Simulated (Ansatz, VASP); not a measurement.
**Two plane-wave programs on Cd4InO**

```
Cd In O
1.0
     0.00000    4.13487    4.13487
     4.13487    0.00000    4.13487
     4.13487    4.13487    0.00000
Cd In O
4 1 1
Direct
  0.21014 0.59662 0.59662
  0.59662 0.59662 0.59662
  0.59662 0.21014 0.59662
  0.59662 0.59662 0.21014
  0.00000 0.00000 0.00000
  0.50000 0.50000 0.50000
```

Change from the starting cell: species swapped into the CsBH4 type (F-43m, No. 216).

Alike in both runs: task single point; functional PBE; k mesh 4 × 4 × 4; occupations gaussian, width 0.1 eV; collinear spin.

|  | VASP | Ansatz |
| --- | --- | --- |
| version | VASP 6.6.1 | Ansatz 0.2.0 |
| potentials or method | VASP PAW PBE potentials, release 64 (Cd, In_d, O), cutoff 520 eV | scalar-relativistic, plane waves, PAW |
| valence electrons in the cell | 67 | 99 |

|  | VASP | Ansatz | Ansatz less VASP |
| --- | --- | --- | --- |
| gap on the k mesh at the Fermi level (eV) | none | none | - |
| rms of the force components (eV/Å) | 38.527 | 35.295 | -3.2320 |
| net moment per atom (μB) | 0.00 | 0.00 | 0.000 |

Atom by atom the forces differ by 3.232 eV/Å (rms over components). A gap of «none» marks a metal or a gap that the smearing closes. The functional is the same, so the differences come from potentials, cutoffs and numerics. VASP's potentials hold 67 valence electrons a cell and Ansatz's 99, so a difference there can come from the potentials and not from the codes. Ansatz's warnings: seeded moment not kept.
